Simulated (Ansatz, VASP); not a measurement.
# One calculation of ZnAu, two programs

```
CELL_PARAMETERS angstrom
2.67495 0.00000 0.00000
0.00000 2.67495 0.00000
0.00000 0.00000 3.14700
ATOMIC_POSITIONS crystal
Zn 0.50000 0.50000 0.50000
Au 0.00000 0.00000 0.00000
```

Change from the starting cell: strain -0.1500 x Voigt [1, 1, 0, 0, 0, 0], atoms carried along.

Alike in both runs: task single point; functional PBE; k mesh 16 × 16 × 16; occupations gaussian, width 0.15 eV; no spin polarisation.

|  | VASP | Ansatz |
| --- | --- | --- |
| version | VASP 6.6.1 | Ansatz 0.2.0 |
| potentials or method | VASP PAW PBE potentials, release 64 (Zn, Au_sv_GW), cutoff 540 eV | scalar-relativistic, plane waves, PAW |
| valence electrons in the cell | 31 | 31 |

VASP gave:

- gap on the k mesh at the Fermi level (eV): none
- pressure (GPa): 114.5
- traceless stress, the component that is largest in VASP (GPa): -3.69

**Question.** Estimate Ansatz's values.

**Answer.** gap on the k mesh at the Fermi level (eV): none; pressure (GPa): 113.7; traceless stress, the component that is largest in VASP (GPa): -3.81.

A gap of «none» marks a metal or a gap that the smearing closes. Both programs put the cell under a high pressure, so it lies far from rest at this level. With one functional, cell and mesh, what is left measures potentials, basis and numerics.

Neither program's run includes spin-orbit coupling. Noted on VASP's run: the cell as given lies far from equilibrium.
